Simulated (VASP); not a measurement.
# Hf (Fm-3m) in VASP: a series of runs

The runs below take Hf through single point, with PBE.

All numbers are computed with VASP 6.6.1; they aren't measurements. Logs are shortened: lines on timing, memory, paths and dates and some standing lists are left out, and cuts for length are marked.

## Step 1: The cell of the first run

The structure is cubic, space group Fm-3m (No. 225). Conventional cell: a = 4.440 Å, b = 4.440 Å, c = 4.440 Å, α = 90.00°, β = 90.00°, γ = 90.00°. Hf (site symmetry m-3m) has 12 Hf at 3.14 Å within 4.1 Å.

## Step 2: Single point, PBE, collinear spin, ferromagnetic start

Input file INCAR:

```
PREC = Accurate
ENCUT = 520
EDIFF = 1E-6
ISMEAR = -1
SIGMA = 0.05
LREAL = False
LASPH = True
NELM = 150
ALGO = Normal
ISIF = 2
LWAVE = False
LCHARG = False
ISPIN = 2
MAGMOM = 0.75
LORBIT = 11
NUPDOWN = 0.75
LMAXMIX = 4
GGA = PE
NBANDS = 15
```

Input file KPOINTS:

```
regular mesh
0
Gamma
  15 15 15
```

Input file POSCAR:

```
Hf
1.0
    0.0000000000      2.2200000000      2.2200000000
    2.2200000000      0.0000000000      2.2200000000
    2.2200000000      2.2200000000      0.0000000000
Hf
1
Direct
    0.0000000000      0.0000000000      0.0000000000
```

Potentials or basis: VASP PAW PBE potentials, release 64 (Hf_pv).

Run with:

```bash
$ cat potpaw_PBE.64/Hf_pv/POTCAR > POTCAR
$ mpirun -np 1 vasp_std > vasp.out
```

OUTCAR:

```text
PREC = Accurate
   ENCUT = 520
   EDIFF = 1E-6
   ISMEAR = -1
   LREAL = False
   LASPH = True
   NELM = 150
   ISIF = 2
   ISPIN = 2
   LORBIT = 11
   NUPDOWN = 0.75
   GGA = PE

 ion  position               nearest neighbor table
   1  0.000  0.000  0.000-

  LATTYP: Found a face centered cubic cell.
 ALAT       =     4.4400000000

  Lattice vectors:

 A1 = (   0.0000000000,   2.2200000000,   2.2200000000)
 A2 = (   2.2200000000,   0.0000000000,   2.2200000000)
 A3 = (   2.2200000000,   2.2200000000,   0.0000000000)

Analysis of symmetry for initial positions (statically):
=====================================================================
 Subroutine PRICEL returns:
 Original cell was already a primitive cell.

 Routine SETGRP: Setting up the symmetry group for a
 face centered cubic supercell.

 Subroutine GETGRP returns: Found 48 space group operations
 (whereof 48 operations were pure point group operations)
 out of a pool of 48 trial point group operations.

The static configuration has the point symmetry O_h .

Analysis of symmetry for dynamics (positions and initial velocities):
=====================================================================
 Subroutine PRICEL returns:
 Original cell was already a primitive cell.

 Routine SETGRP: Setting up the symmetry group for a
 face centered cubic supercell.

 Subroutine GETGRP returns: Found 48 space group operations
 (whereof 48 operations were pure point group operations)
 out of a pool of 48 trial point group operations.

The dynamic configuration has the point symmetry O_h .

Analysis of structural, dynamic, and magnetic symmetry:
=====================================================================
 Subroutine PRICEL returns:
 Original cell was already a primitive cell.

 Routine SETGRP: Setting up the symmetry group for a
 face centered cubic supercell.

 Subroutine GETGRP returns: Found 48 space group operations
 (whereof 48 operations were pure point group operations)
 out of a pool of 48 trial point group operations.

The overall configuration has the point symmetry O_h .

 Subroutine INISYM returns: Found 48 space group operations
 (whereof 48 operations are pure point group operations),
 and found     1 'primitive' translations

----------------------------------------------------------------------------------------

                                     Primitive cell

  volume of cell :      21.8821

  direct lattice vectors                    reciprocal lattice vectors
     0.000000000  2.220000000  2.220000000    -0.225225225  0.225225225  0.225225225
     2.220000000  0.000000000  2.220000000     0.225225225 -0.225225225  0.225225225
     2.220000000  2.220000000  0.000000000     0.225225225  0.225225225 -0.225225225
[... 116 lines left out ...]
 maximum number of plane-waves:       609
   NGX = 11   NGY = 11   NGZ = 11

 number of electron      10.0000000 magnetization       0.7500000

 Free energy of the ion-electron system (eV)
  ---------------------------------------------------
  ext. energy  EPLUGINS =         0.00000000
  ---------------------------------------------------
  free energy    TOTEN  =        -9.76261387 eV

  energy without entropy =       -9.75188866  energy(sigma->0) =       -9.75725127

 E-fermi :   4.6308     XC(G=0): -11.3713

 val. band max:        5.1328402108   @ k =  -0.4667   0.3333   0.0667
 cond. band min:       4.6962251484   @ k =   0.3333   0.2000   0.0667
 fundamental gap:     -0.4366150624
 Fermi energy:         5.1450996298

 spin component 1

 k-point     1 :       0.0000    0.0000    0.0000
  band No.  band energies     occupation
      1     -25.1276      1.00000
      2     -25.1276      1.00000
      3     -25.1276      1.00000
      4      -2.6870      1.00000
      5       6.0759      0.00000
      6       6.0759      0.00000
      7       6.0759      0.00000
      8       9.0371      0.00000
      9       9.0371      0.00000
     10      15.8663      0.00000
     11      17.9597      0.00000
     12      20.4582      0.00000
     13      20.4582      0.00000
     14      20.4582      0.00000
[... 403 lines left out ...]
      4      -1.3352      1.00000
      5       4.7793      0.99934
      6       6.7034      0.00000
      7       6.8295      0.00000
      8       7.5766      0.00000
      9       9.4873      0.00000
     10      17.9540      0.00000
     11      18.5086      0.00000
     12      18.9635      0.00000
     13      21.3965      0.00000
     14      21.8404      0.00000
     15      26.6128      0.00000

 [... further k-points ...]

 spin component 2

 k-point     1 :       0.0000    0.0000    0.0000
  band No.  band energies     occupation
      1     -24.9148      1.00000
      2     -24.9148      1.00000
      3     -24.9148      1.00000
      4      -2.0616      1.00000
      5       6.5735      0.00000
      6       6.5735      0.00000
      7       6.5735      0.00000
      8       9.3374      0.00000
      9       9.3374      0.00000
     10      16.7827      0.00000
     11      18.1540      0.00000
     12      20.9715      0.00000
     13      20.9715      0.00000
     14      20.9715      0.00000
[... 403 lines left out ...]
      4      -0.7190      1.00000
      5       5.3383      0.00000
      6       7.1657      0.00000
      7       7.3149      0.00000
      8       7.9559      0.00000
      9       9.7817      0.00000
     10      18.1498      0.00000
     11      19.1341      0.00000
     12      19.6462      0.00000
     13      21.8674      0.00000
     14      22.3140      0.00000
     15      27.1984      0.00000

 [... further k-points ...]
[... 5 lines left out ...]
  --------------------------------------------------------------------------------------
  -------------------------------------------------------------------------------------
  Total        0.5968395      0.5968395      0.5968395      0.0000000     -0.0000000      0.0000000
  in kB       43.6997752     43.6997752     43.6997752      0.0000000     -0.0000000      0.0000000
  external PRESSURE =      43.6997752 kB  Pullay stress =       0.0000000 kB

 VOLUME and BASIS-vectors are now :
 -----------------------------------------------------------------------------
  energy-cutoff  :      520.00
  volume of cell :       21.88
      direct lattice vectors                 reciprocal lattice vectors
     0.000000000  2.220000000  2.220000000    -0.225225225  0.225225225  0.225225225
     2.220000000  0.000000000  2.220000000     0.225225225 -0.225225225  0.225225225
     2.220000000  2.220000000  0.000000000     0.225225225  0.225225225 -0.225225225

 POSITION                                       TOTAL-FORCE (eV/Angst)
 -----------------------------------------------------------------------------------
      0.00000      0.00000      0.00000        -0.000000      0.000000     -0.000000
 -----------------------------------------------------------------------------------
    total drift:                               -0.000000      0.000000     -0.000000

  FREE ENERGIE OF THE ION-ELECTRON SYSTEM (eV)
  ---------------------------------------------------
  free  energy   TOTEN  =        -9.7626138732 eV

  energy  without entropy=       -9.7518886571  energy(sigma->0) =       -9.75725127

 total charge

# of ion       s       p       d       tot
------------------------------------------
    1        0.397   6.399   1.581   8.378

 magnetization (x)

# of ion       s       p       d       tot
------------------------------------------
    1        0.008   0.151   0.357   0.516
```

stdout:

```text
POSCAR found type information on POSCAR Hf
 POSCAR found :  1 types and       1 ions
 scaLAPACK will be used
 LDA part: xc-table for (Slater+PW92), standard interpolation
 POSCAR, INCAR and KPOINTS ok, starting setup
 FFT: planning ... GRIDC
 FFT: planning ... GRID_SOFT
 FFT: planning ... GRID
 WAVECAR not read
 entering main loop
```

Run time: 35 s. Hardware: 1 thread of Intel Xeon Platinum 8488C (Sapphire Rapids), shared host; peak memory 0.18 GiB.

Results:

* Free energy: -9.7626 eV
* Pressure: 4.4 GPa
* Net moment: 0.75 μB per cell
* Site moments: Hf +0.52 μB
* Valence electrons inside the program's atomic spheres: Hf 8.38

Caveat: spin-orbit coupling is left out, which moves the levels of the heavy elements; the total moment is fixed, so each spin has its own Fermi level.

## Step 3: Single point, PBE, collinear spin, ferromagnetic start

Input file INCAR:

```
SYSTEM = Hf
ALGO = Normal ; EDIFF = 1E-7
ENCUT = 520 ; GGA = PE
ISIF = 2 ; ISMEAR = -1
ISPIN = 2 ; LASPH = .True.
LCHARG = .False. ; LMAXMIX = 4
LORBIT = 11 ; LREAL = .False.
LWAVE = .False. ; MAGMOM = 1
NBANDS = 15 ; NELM = 150
NUPDOWN = 1.0 ; PREC = Accurate
SIGMA = 0.05
```

Input file KPOINTS:

```
k-points
0
Gamma
  15 15 15
  0 0 0
```

POSCAR is that of step 2.

Potentials or basis: VASP PAW PBE potentials, release 64 (Hf_pv).

Run with:

```bash
$ cat potpaw_PBE.64/Hf_pv/POTCAR > POTCAR
$ mpirun -np 1 vasp_std > vasp.out
```

Run time: 42 s. Hardware: 1 thread of Intel Xeon Platinum 8488C (Sapphire Rapids), shared host; peak memory 0.18 GiB.

Results (log left out):

- Free energy: -9.6833 eV
- Pressure: 5.5 GPa
- Net moment: 1.00 μB per cell
- Site moments: Hf +0.69 μB
- Valence electrons inside the program's atomic spheres: Hf 8.38

Caveat: spin-orbit coupling is left out, which moves the levels of the heavy elements; the total moment is fixed, so each spin has its own Fermi level.

## Step 4: Single point, PBE, collinear spin, ferromagnetic start

Input file INCAR:

```
PREC = Accurate ; ENCUT = 520
EDIFF = 1E-6 ; ISMEAR = -1
SIGMA = 0.05 ; LREAL = F
LASPH = T ; NELM = 150
ALGO = Normal ; ISIF = 2
LWAVE = F ; LCHARG = F
ISPIN = 2 ; MAGMOM = 1
LORBIT = 11 ; NUPDOWN = 1.0
LMAXMIX = 4 ; GGA = PE
NBANDS = 15
```

Input file KPOINTS:

```
regular mesh
0
Gamma
  15 15 15
```

POSCAR is that of step 3.

Run with:

```bash
$ cat potpaw_PBE.64/Hf_pv/POTCAR > POTCAR
$ mpirun -np 1 vasp_std > vasp.out
```

It took 34 s on 1 thread of Intel Xeon Platinum 8488C (Sapphire Rapids), shared host; peak memory 0.18 GiB.

The run converged. Its results:

```
Free energy                                           : -9.6833 eV
Pressure                                              : 5.5 GPa
Net moment                                            : 1.00 μB per cell
Site moments                                          : Hf +0.69 μB
Valence electrons inside the program's atomic spheres : Hf 8.38
```

Caveat: spin-orbit coupling is left out, which moves the levels of the heavy elements; the total moment is fixed, so each spin has its own Fermi level.
